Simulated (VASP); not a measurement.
# AlNi3 (Fm-3m) in VASP: notebook, part 2 of 2

VASP 6.6.1. Earlier steps stand in the parts before.

### 3 Single point, PBE

Input file INCAR:

```
PREC     = Accurate       # precision mode
ENCUT    = 600            # plane-wave cutoff, eV
EDIFF    = 1E-6           # SCF threshold, eV
ISMEAR   = 0              # smearing method
SIGMA    = 0.1            # smearing width, eV
LREAL    = False          # projectors in reciprocal space
LASPH    = True           # aspherical terms in the spheres
NELM     = 120            # most SCF steps
ALGO     = Normal         # electronic algorithm
ISIF     = 2              # what is computed and relaxed
LWAVE    = False          # write WAVECAR
LCHARG   = True           # write CHGCAR
GGA      = PE             # functional
LELF     = True           # ELF
LVHAR    = True         
NBANDS   = 24             # bands
GGA_COMPAT= False
```

Input file KPOINTS:

```
Automatic mesh
0
Gamma
  14 14 14
```

Input file POSCAR:

```
AlNi3
1.0
    0.0000000000      2.8358889503      2.8358889503
    2.8358889503      0.0000000000      2.8358889503
    2.8358889503      2.8358889503      0.0000000000
Al Ni
1 3
Direct
    0.5000000000      0.5000000000      0.5000000000
    0.2500000000      0.2500000000      0.2500000000
    0.0000000000      0.0000000000      0.0000000000
    0.7500000000      0.7500000000      0.7500000000
```

Potentials or basis: VASP PAW PBE potentials, release 64 (Al, Ni).

On the command line:

```bash
$ cat potpaw_PBE.64/Al/POTCAR potpaw_PBE.64/Ni/POTCAR > POTCAR
$ mpirun -np 1 vasp_std > vasp.out
```

OUTCAR:

```text
PREC = Accurate
   ENCUT = 600
   EDIFF = 1E-6
   ISMEAR = 0
   LREAL = False
   LASPH = True
   NELM = 120
   ISIF = 2
   GGA = PE

 ion  position               nearest neighbor table
   1  0.500  0.500  0.500-   2 2.46   4 2.46   2 2.46   2 2.46   2 2.46   4 2.46   4 2.46   4 2.46
                             3 2.84   3 2.84   3 2.84   3 2.84   3 2.84   3 2.84
   2  0.250  0.250  0.250-   1 2.46   3 2.46   3 2.46   3 2.46   3 2.46   1 2.46   1 2.46   1 2.46
                             4 2.84   4 2.84   4 2.84   4 2.84   4 2.84   4 2.84
   3  0.000  0.000  0.000-   2 2.46   4 2.46   4 2.46   4 2.46   4 2.46   2 2.46   2 2.46   2 2.46
                             1 2.84   1 2.84   1 2.84   1 2.84   1 2.84   1 2.84
   4  0.750  0.750  0.750-   1 2.46   3 2.46   1 2.46   1 2.46   1 2.46   3 2.46   3 2.46   3 2.46
                             2 2.84   2 2.84   2 2.84   2 2.84   2 2.84   2 2.84

  LATTYP: Found a face centered cubic cell.
 ALAT       =     5.6717779006

  Lattice vectors:

 A1 = (   0.0000000000,   2.8358889503,   2.8358889503)
 A2 = (   2.8358889503,   0.0000000000,   2.8358889503)
 A3 = (   2.8358889503,   2.8358889503,   0.0000000000)

Analysis of symmetry for initial positions (statically):
[... 6 lines left out ...]

 Subroutine GETGRP returns: Found 48 space group operations
 (whereof 48 operations were pure point group operations)
 out of a pool of 48 trial point group operations.

The static configuration has the point symmetry O_h .

Analysis of symmetry for dynamics (positions and initial velocities):
[... 6 lines left out ...]

 Subroutine GETGRP returns: Found 48 space group operations
 (whereof 48 operations were pure point group operations)
 out of a pool of 48 trial point group operations.

The dynamic configuration has the point symmetry O_h .

 Subroutine INISYM returns: Found 48 space group operations
 (whereof 48 operations are pure point group operations),
 and found     1 'primitive' translations

----------------------------------------------------------------------------------------

[... 109 lines left out ...]
   EMIN   =  10.00;   EMAX   =-10.00  energy-range for DOS
   EFERMI =   0.00;   METHOD = LEGACY
   ISMEAR =     0;   SIGMA  =   0.10  broadening in eV -4-tet -1-fermi 0-gaus
   EFERMI_NEDOS =   21; number of points for ismear=-14 and -15
   IALGO  =     38    algorithm
   IMIX   =      4    mixing-type and parameters
     AMIX     =   0.40;   BMIX     =  1.00
     AMIX_MAG =   1.60;   BMIX_MAG =  1.00
  volume/ion in A,a.u.               =      11.40        76.95
  Fermi-wavevector in a.u.,A,eV,Ry     =   1.469649  2.777234 29.386786  2.159868
  Thomas-Fermi vector in A             =   2.585001
   LORBIT       =      0    0 simple, 1 ext, 2 COOP (PROOUT), +10 PAW based schemes
   GGA     = PE    functional components
   LHFCALC =     F    Hartree Fock is set to
   AEXX    =    0.0000 exact exchange contribution
   IVDW    =     0    specifies the selected vdW correction
   LEPSILON=     F    determine dielectric tensor
   LRPA    =     F    only Hartree local field effects (RPA)
 non-spin polarized calculation
 Gauss-broadening in eV      SIGMA  =   0.10
  energy-cutoff  :      600.00
  volume of cell :       45.61
 maximum number of plane-waves:      1544
   NGX = 17   NGY = 17   NGZ = 17

 number of electron      33.0000026 magnetization

 Free energy of the ion-electron system (eV)
  ---------------------------------------------------
  ext. energy  EPLUGINS =         0.00000000
  ---------------------------------------------------
  free energy    TOTEN  =       -21.69540448 eV

  energy without entropy =      -21.68150486  energy(sigma->0) =      -21.68845467

 E-fermi :   9.4621     XC(G=0): -12.6195

 val. band max:        9.4527984136   @ k =  -0.2857   0.5000   0.2143
 cond. band min:       9.4805212404   @ k =   0.5000   0.2143   0.0714
 fundamental gap:      0.0277228268
 Fermi energy:         9.4620714162

 k-point     1 :       0.0000    0.0000    0.0000
  band No.  band energies     occupation
      1      -0.4781      2.00000
      2       6.0542      2.00000
      3       6.0542      2.00000
      4       6.1470      2.00000
      5       6.1470      2.00000
      6       6.1470      2.00000
[... 637 lines left out ...]
     23      17.0132      0.00000
     24      18.9391      0.00000

 [... further k-points ...]
[... 5 lines left out ...]
  --------------------------------------------------------------------------------------
  -------------------------------------------------------------------------------------
  Total       -0.0070255     -0.0070255     -0.0070255      0.0000000      0.0000000      0.0000000
  in kB       -0.2467683     -0.2467683     -0.2467683      0.0000000      0.0000000      0.0000000
  external PRESSURE =      -0.2467683 kB  Pullay stress =       0.0000000 kB

 VOLUME and BASIS-vectors are now :
 -----------------------------------------------------------------------------
  energy-cutoff  :      600.00
  volume of cell :       45.61
      direct lattice vectors                 reciprocal lattice vectors
     0.000000000  2.835888950  2.835888950    -0.176311558  0.176311558  0.176311558
     2.835888950  0.000000000  2.835888950     0.176311558 -0.176311558  0.176311558
     2.835888950  2.835888950  0.000000000     0.176311558  0.176311558 -0.176311558

 POSITION                                       TOTAL-FORCE (eV/Angst)
 -----------------------------------------------------------------------------------
      2.83589      2.83589      2.83589         0.000000      0.000000     -0.000000
      1.41794      1.41794      1.41794        -0.000000     -0.000000     -0.000000
      0.00000      0.00000      0.00000         0.000000      0.000000     -0.000000
      4.25383      4.25383      4.25383         0.000000      0.000000      0.000000
 -----------------------------------------------------------------------------------
    total drift:                               -0.000000     -0.000000      0.000000

  FREE ENERGIE OF THE ION-ELECTRON SYSTEM (eV)
  ---------------------------------------------------
  free  energy   TOTEN  =       -21.6954044805 eV

  energy  without entropy=      -21.6815048595  energy(sigma->0) =      -21.68845467
```

stdout:

```text
POSCAR found type information on POSCAR AlNi
 POSCAR found :  2 types and       4 ions
 scaLAPACK will be used
 LDA part: xc-table for (Slater+PW92), standard interpolation
 POSCAR, INCAR and KPOINTS ok, starting setup
 FFT: planning ... GRIDC
 FFT: planning ... GRID_SOFT
 FFT: planning ... GRID
 WAVECAR not read
 entering main loop
```

Wall time 2.9 min (1 thread of AMD EPYC 7R43 (Zen 3), shared host); peak memory 0.22 GiB.

What came out:

```
Free energy : -21.6954 eV
Pressure    : 0.0 GPa
```

Levels at points of the mesh, in eV from the Fermi level:
| k point | band 13 | band 14 | band 15 | band 16 | band 17 | band 18 | band 19 | band 20 |
| --- | --- | --- | --- | --- | --- | --- | --- | --- |
| (0.00, 0.00, 0.00) | -0.54 | -0.54 | -0.50 | -0.50 | 5.35 | 5.35 | 5.35 | 5.72 |
| (0.50, 0.00, 0.00) | -0.62 | -0.62 | -0.45 | -0.45 | -0.14 | 4.27 | 4.27 | 4.63 |
| (0.50, 0.50, 0.00) | -1.01 | -0.71 | -0.57 | -0.37 | -0.33 | -0.33 | -0.05 | 4.12 |

Spin polarisation is off, so any magnetic state and its effect on volume and gap are missing.
